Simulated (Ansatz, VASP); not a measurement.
**Fe: VASP beside Ansatz**

```
CELL_PARAMETERS angstrom
-1.43367 1.43367 1.43367
1.43367 -1.43367 1.43367
1.43367 1.43367 -1.43367
ATOMIC_POSITIONS crystal
Fe 0.00000 0.00000 0.00000
```

Alike in both runs: task single point; functional r2SCAN; k mesh 22 × 22 × 22; occupations gaussian, width 0.05 eV; collinear spin.

|  | VASP | Ansatz |
| --- | --- | --- |
| version | VASP 6.6.1 | Ansatz 0.2.0 |
| potentials or method | VASP PAW PBE potentials, release 64 (Fe), cutoff 520 eV | scalar-relativistic, plane waves, PAW |
| valence electrons in the cell | 8 | 16 |

Ansatz gave:

| Item | Value |
| --- | --- |
| gap on the k mesh at the Fermi level (eV) | none |
| pressure (GPa) | 0.2 |
| net moment per atom (μB) | 2.66 |
| size of the moment on the site where the two differ most (μB) | 2.82 |

Problem. Which values does VASP return?

Solution. gap on the k mesh at the Fermi level (eV): none; pressure (GPa): -0.5; net moment per atom (μB): 2.66; size of the moment on the site where the two differ most (μB): 2.73.

VASP's potentials were made for PBE, not for r2SCAN. Site moments also hang on the region over which each program counts them. A gap of «none» marks a metal or a gap that the smearing closes. The functional is the same, so the differences come from potentials, cutoffs and numerics. VASP's potentials hold 8 valence electrons a cell and Ansatz's 16, so a difference there can come from the potentials and not from the codes. Ansatz's warnings: stability check not made.
